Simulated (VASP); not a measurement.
# Tm (Fm-3m) in VASP: single point with PBE

Aim: the single point of Tm with PBE.

Everything below comes from runs of VASP 6.6.1. Logs are shortened: lines on timing, memory, paths and dates and some standing lists are left out, and cuts for length are marked.

**1. The cell of the first run**

Symmetry: Fm-3m, No. 225, cubic system. The conventional cell has a = 5.195 Å, b = 5.195 Å, c = 5.195 Å, α = 90.00°, β = 90.00°, γ = 90.00°. Tm (site symmetry m-3m) has 12 Tm at 3.67 Å within 4.8 Å.

This isn't the form of Tm at room conditions, which is hcp.

**2. Single point, PBE, collinear spin, ferromagnetic start**

INCAR

```
SYSTEM = Tm
ALGO = Normal
EDIFF = 1E-6
ENCUT = 520
GGA = PE
ISIF = 2
ISMEAR = -1
ISPIN = 2
LASPH = .TRUE.
LCHARG = .FALSE.
LMAXMIX = 6
LORBIT = 11
LREAL = .FALSE.
LWAVE = .FALSE.
MAGMOM = 2
NBANDS = 22
NELM = 150
PREC = Accurate
SIGMA = 0.05
```

KPOINTS

```
k-points
0
G
  15 15 15
  0 0 0
```

POSCAR

```
Tm
1.0
    0.0000000000      2.5973510668      2.5973510668
    2.5973510668      0.0000000000      2.5973510668
    2.5973510668      2.5973510668      0.0000000000
Tm
1
Direct
    0.0000000000      0.0000000000      0.0000000000
```

Potentials or basis: VASP PAW PBE potentials, release 64 (Tm).

Command:

```sh
$ cat potpaw_PBE.64/Tm/POTCAR > POTCAR
$ mpirun -np 1 vasp_std > vasp.out
```

OUTCAR:

```text
SYSTEM = Tm
   EDIFF = 1E-6
   ENCUT = 520
   GGA = PE
   ISIF = 2
   ISMEAR = -1
   ISPIN = 2
   LASPH = .TRUE.
   LORBIT = 11
   LREAL = .FALSE.
   NELM = 150
   PREC = Accurate

 ion  position               nearest neighbor table
   1  0.000  0.000  0.000-

  LATTYP: Found a face centered cubic cell.
 ALAT       =     5.1947021336

  Lattice vectors:

 A1 = (   0.0000000000,   2.5973510668,   2.5973510668)
 A2 = (   2.5973510668,   0.0000000000,   2.5973510668)
 A3 = (   2.5973510668,   2.5973510668,   0.0000000000)

Analysis of symmetry for initial positions (statically):
=====================================================================
 Subroutine PRICEL returns:
 Original cell was already a primitive cell.

 Routine SETGRP: Setting up the symmetry group for a
 face centered cubic supercell.

 Subroutine GETGRP returns: Found 48 space group operations
 (whereof 48 operations were pure point group operations)
 out of a pool of 48 trial point group operations.

The static configuration has the point symmetry O_h .

Analysis of symmetry for dynamics (positions and initial velocities):
=====================================================================
 Subroutine PRICEL returns:
 Original cell was already a primitive cell.

 Routine SETGRP: Setting up the symmetry group for a
 face centered cubic supercell.

 Subroutine GETGRP returns: Found 48 space group operations
 (whereof 48 operations were pure point group operations)
 out of a pool of 48 trial point group operations.

The dynamic configuration has the point symmetry O_h .

Analysis of structural, dynamic, and magnetic symmetry:
=====================================================================
 Subroutine PRICEL returns:
 Original cell was already a primitive cell.

 Routine SETGRP: Setting up the symmetry group for a
 face centered cubic supercell.

 Subroutine GETGRP returns: Found 48 space group operations
 (whereof 48 operations were pure point group operations)
 out of a pool of 48 trial point group operations.

The overall configuration has the point symmetry O_h .

 Subroutine INISYM returns: Found 48 space group operations
 (whereof 48 operations are pure point group operations),
 and found     1 'primitive' translations

----------------------------------------------------------------------------------------

                                     Primitive cell

  volume of cell :      35.0447

  direct lattice vectors                    reciprocal lattice vectors
     0.000000000  2.597351067  2.597351067    -0.192503819  0.192503819  0.192503819
     2.597351067  0.000000000  2.597351067     0.192503819 -0.192503819  0.192503819
     2.597351067  2.597351067  0.000000000     0.192503819  0.192503819 -0.192503819

  length of vectors
     3.673209105  3.673209105  3.673209105     0.333426395  0.333426395  0.333426395

  position of ions in fractional coordinates (direct lattice)
     0.000000000  0.000000000  0.000000000

  ion indices of the primitive-cell ions
   primitive index   ion index
                 1           1

----------------------------------------------------------------------------------------

 KPOINTS: k-points

Automatic generation of k-mesh.
 Grid dimensions read from file:
 generate k-points for:   15   15   15

 Generating k-lattice:

  Cartesian coordinates                     Fractional coordinates (reciprocal lattice)
    -0.012833588  0.012833588  0.012833588     0.066666667  0.000000000  0.000000000
     0.012833588 -0.012833588  0.012833588     0.000000000  0.066666667  0.000000000
     0.012833588  0.012833588 -0.012833588     0.000000000  0.000000000  0.066666667

  Length of vectors
     0.022228426  0.022228426  0.022228426

  Shift w.r.t. Gamma in fractional coordinates (k-lattice)
     0.000000000  0.000000000  0.000000000

 Subroutine IBZKPT returns following result:
 ===========================================

 Found    120 irreducible k-points:

 Following reciprocal coordinates:
            Coordinates               Weight
  0.000000  0.000000  0.000000      1.000000
  0.066667  0.000000  0.000000      8.000000
  0.133333  0.000000  0.000000      8.000000
  0.200000  0.000000  0.000000      8.000000
  0.266667  0.000000  0.000000      8.000000
  0.333333  0.000000  0.000000      8.000000
[... 16 lines left out ...]
  0.133333  0.133333  0.000000      6.000000
  0.200000  0.133333  0.000000     24.000000
 [... further k-points ...]
   k-points           NKPTS =    120   k-points in BZ     NKDIM =    120   number of bands    NBANDS=     22
   number of dos      NEDOS =    301   number of ions     NIONS =      1
   total plane-waves  NPLWV =  21952
   dimension x,y,z NGX =    28 NGY =   28 NGZ =   28
   dimension x,y,z NGXF=    56 NGYF=   56 NGZF=   56
   ions per type =               1
   NGX,Y,Z   is equivalent  to a cutoff of  12.67, 12.67, 12.67 a.u.
   NGXF,Y,Z  is equivalent  to a cutoff of  25.35, 25.35, 25.35 a.u.
 SYSTEM =  Tm
   PREC   = accura    normal or accurate (medium, high low for compatibility)
   ISTART =      0    job   : 0-new  1-cont  2-samecut
   ICHARG =      2    charge: 1-file 2-atom 10-const
   ISPIN  =      2    spin polarized calculation?
   LNONCOLLINEAR =      F non collinear calculations
   LSORBIT =      F    spin-orbit coupling
   LASPH  =      T    aspherical Exc in radial PAW
   ENCUT  =  520.0 eV  38.22 Ry    6.18 a.u.   6.83  6.83  6.83*2*pi/ulx,y,z
   NELM   =    150;   NELMIN=  2; NELMDL= -5     # of ELM steps
   EDIFF  = 0.1E-05   stopping-criterion for ELM
   LREAL  =      F    real-space projection
   EDIFFG = 0.1E-04   stopping-criterion for IOM
   NSW    =      0    number of steps for IOM
   IBRION =     -1    ionic relax: 0-MD 1-quasi-New 2-CG
   NFREE  =      0    steps in history (QN), initial steepest desc. (CG)
   ISIF   =      2    stress and relaxation
   ISYM   =      2    0-nonsym 1-usesym 2-fastsym
   POTIM  = 0.5000    time-step for ionic-motion
   TEBEG  =    0.0;   TEEND  =   0.0 temperature during run
   PSTRESS=    0.0 pullay stress
   NELECT =      23.0000    total number of electrons
   NUPDOWN=      -1.0000    fix difference up-down
   EMIN   =  10.00;   EMAX   =-10.00  energy-range for DOS
   EFERMI =   0.00;   METHOD = LEGACY
   ISMEAR =    -1;   SIGMA  =   0.05  broadening in eV -4-tet -1-fermi 0-gaus
   EFERMI_NEDOS =   21; number of points for ismear=-14 and -15
   IALGO  =     38    algorithm
   IMIX   =      4    mixing-type and parameters
     AMIX     =   0.40;   BMIX     =  1.00
     AMIX_MAG =   1.60;   BMIX_MAG =  1.00
  volume/ion in A,a.u.               =      35.04       236.49
  Fermi-wavevector in a.u.,A,eV,Ry     =   1.422689  2.688493 27.538809  2.024045
  Thomas-Fermi vector in A             =   2.543367
   LORBIT       =     11    0 simple, 1 ext, 2 COOP (PROOUT), +10 PAW based schemes
   GGA     = PE    functional components
   LHFCALC =     F    Hartree Fock is set to
   AEXX    =    0.0000 exact exchange contribution
   IVDW    =     0    specifies the selected vdW correction
   LEPSILON=     F    determine dielectric tensor
   LRPA    =     F    only Hartree local field effects (RPA)
 spin polarized calculation
  energy-cutoff  :      520.00
  volume of cell :       35.04
 maximum number of plane-waves:       958
   NGX = 13   NGY = 13   NGZ = 13

 number of electron      23.0000009 magnetization       1.0126533

 Free energy of the ion-electron system (eV)
  ---------------------------------------------------
  ext. energy  EPLUGINS =         0.00000000
  ---------------------------------------------------
  free energy    TOTEN  =        -4.04520130 eV

  energy without entropy =       -3.96129217  energy(sigma->0) =       -4.00324673

 E-fermi :   1.7998     XC(G=0):  -9.5768

 val. band max:        1.7982816592   @ k =   0.4667   0.2000   0.0000
 cond. band min:       1.8002790784   @ k =   0.4667   0.3333   0.0667
 fundamental gap:      0.0019974192
 Fermi energy:         1.7998148694

 spin component 1

 k-point     1 :       0.0000    0.0000    0.0000
  band No.  band energies     occupation
      1     -48.7347      1.00000
      2     -21.7825      1.00000
      3     -21.7825      1.00000
      4     -21.7825      1.00000
      5      -3.2018      1.00000
      6       0.0017      1.00000
[... 14 lines left out ...]
     21      14.3607      0.00000
     22      16.2818      0.00000

 k-point     2 :       0.0667    0.0000    0.0000
  band No.  band energies     occupation
      1     -48.7337      1.00000
      2     -21.8002      1.00000
      3     -21.7848      1.00000
      4     -21.7848      1.00000
      5      -3.0947      1.00000
      6       0.0039      1.00000
[... 14 lines left out ...]
     21      14.5856      0.00000
     22      17.0480      0.00000

 k-point     3 :       0.1333    0.0000    0.0000
  band No.  band energies     occupation
      1     -48.7311      1.00000
      2     -21.8498      1.00000
      3     -21.7913      1.00000
      4     -21.7913      1.00000
      5      -2.7820      1.00000
      6       0.0106      1.00000
[... 14 lines left out ...]
     21      15.2122      0.00000
     22      17.9865      0.00000
[... 476 lines left out ...]
 k-point    23 :       0.1333    0.1333    0.0000
  band No.  band energies     occupation
      1     -48.7299      1.00000
      2     -21.8480      1.00000
      3     -21.8062      1.00000
      4     -21.8062      1.00000
      5      -2.6425      1.00000
      6       0.0137      1.00000
[... 14 lines left out ...]
     21      14.6190      0.00000
     22      19.0984      0.00000

 k-point    24 :       0.2000    0.1333    0.0000
  band No.  band energies     occupation
      1     -48.7270      1.00000
      2     -21.8950      1.00000
      3     -21.8183      1.00000
      4     -21.8151      1.00000
      5      -2.2787      1.00000
      6       0.0222      1.00000
[... 14 lines left out ...]
     21      15.1639      0.00000
     22      17.8482      0.00000

 [... further k-points ...]

 spin component 2

 k-point     1 :       0.0000    0.0000    0.0000
  band No.  band energies     occupation
      1     -48.2189      1.00000
      2     -21.4432      1.00000
      3     -21.4432      1.00000
      4     -21.4432      1.00000
      5      -3.4162      1.00000
      6       1.4122      0.99957
[... 14 lines left out ...]
     21      14.2300      0.00000
     22      16.0091      0.00000

 k-point     2 :       0.0667    0.0000    0.0000
  band No.  band energies     occupation
      1     -48.2178      1.00000
      2     -21.4621      1.00000
      3     -21.4456      1.00000
      4     -21.4456      1.00000
      5      -3.3081      1.00000
      6       1.4053      0.99963
[... 14 lines left out ...]
     21      14.4594      0.00000
     22      16.8034      0.00000

 k-point     3 :       0.1333    0.0000    0.0000
  band No.  band energies     occupation
      1     -48.2150      1.00000
      2     -21.5150      1.00000
      3     -21.4525      1.00000
      4     -21.4525      1.00000
      5      -2.9928      1.00000
      6       1.3869      0.99974
[... 14 lines left out ...]
     21      15.0981      0.00000
     22      17.7910      0.00000
[... 476 lines left out ...]
 k-point    23 :       0.1333    0.1333    0.0000
  band No.  band energies     occupation
      1     -48.2138      1.00000
      2     -21.5132      1.00000
      3     -21.4683      1.00000
      4     -21.4683      1.00000
      5      -2.8519      1.00000
      6       1.3883      0.99973
[... 14 lines left out ...]
     21      14.5175      0.00000
     22      18.9264      0.00000

 k-point    24 :       0.2000    0.1333    0.0000
  band No.  band energies     occupation
      1     -48.2107      1.00000
      2     -21.5632      1.00000
      3     -21.4811      1.00000
      4     -21.4778      1.00000
      5      -2.4851      1.00000
      6       1.3675      0.99982
[... 14 lines left out ...]
     21      15.0683      0.00000
     22      17.7497      0.00000

 [... further k-points ...]

------------------------ aborting loop because EDIFF is reached ----------------------------------------

  FORCE on cell =-STRESS in cart. coord.  units (eV):
  Direction    XX          YY          ZZ          XY          YZ          ZX
  --------------------------------------------------------------------------------------
  -------------------------------------------------------------------------------------
  Total       -0.0306695     -0.0306695     -0.0306695     -0.0000000     -0.0000000      0.0000000
  in kB       -1.4021544     -1.4021544     -1.4021544     -0.0000000     -0.0000000      0.0000000
  external PRESSURE =      -1.4021544 kB  Pullay stress =       0.0000000 kB

 VOLUME and BASIS-vectors are now :
 -----------------------------------------------------------------------------
  energy-cutoff  :      520.00
  volume of cell :       35.04
      direct lattice vectors                 reciprocal lattice vectors
     0.000000000  2.597351067  2.597351067    -0.192503819  0.192503819  0.192503819
     2.597351067  0.000000000  2.597351067     0.192503819 -0.192503819  0.192503819
     2.597351067  2.597351067  0.000000000     0.192503819  0.192503819 -0.192503819

 POSITION                                       TOTAL-FORCE (eV/Angst)
 -----------------------------------------------------------------------------------
      0.00000      0.00000      0.00000         0.000000      0.000000     -0.000000
 -----------------------------------------------------------------------------------
    total drift:                               -0.000000     -0.000000     -0.000000

  FREE ENERGIE OF THE ION-ELECTRON SYSTEM (eV)
  ---------------------------------------------------
  free  energy   TOTEN  =        -4.0452012992 eV

  energy  without entropy=       -3.9612921651  energy(sigma->0) =       -4.00324673

 total charge

# of ion       s       p       d       f       tot
--------------------------------------------------
    1        2.206   5.940   0.320  12.538  21.004

 magnetization (x)

# of ion       s       p       d       f       tot
--------------------------------------------------
    1        0.003  -0.039  -0.062   1.264   1.167
```

It took 9 min on 1 thread of AMD EPYC 7R43 (Zen 3), shared host; peak memory 0.25 GiB.

Results:

- Free energy: -4.0452 eV
- Pressure: -0.1 GPa
- Band gap on the k mesh: zero (filled and empty bands overlap)
- Net moment: 1.01 μB per cell
- Site moments: Tm +1.17 μB
- Valence electrons inside the program's atomic spheres: Tm 21.00

Caveat: the magnetic or orbital state may not be the lowest; spin-orbit coupling is left out, which moves the levels of the heavy elements; semilocal functionals describe open f shells poorly, which spoils levels, moments and volumes. The state reached can hang on the start; a lower one may exist.
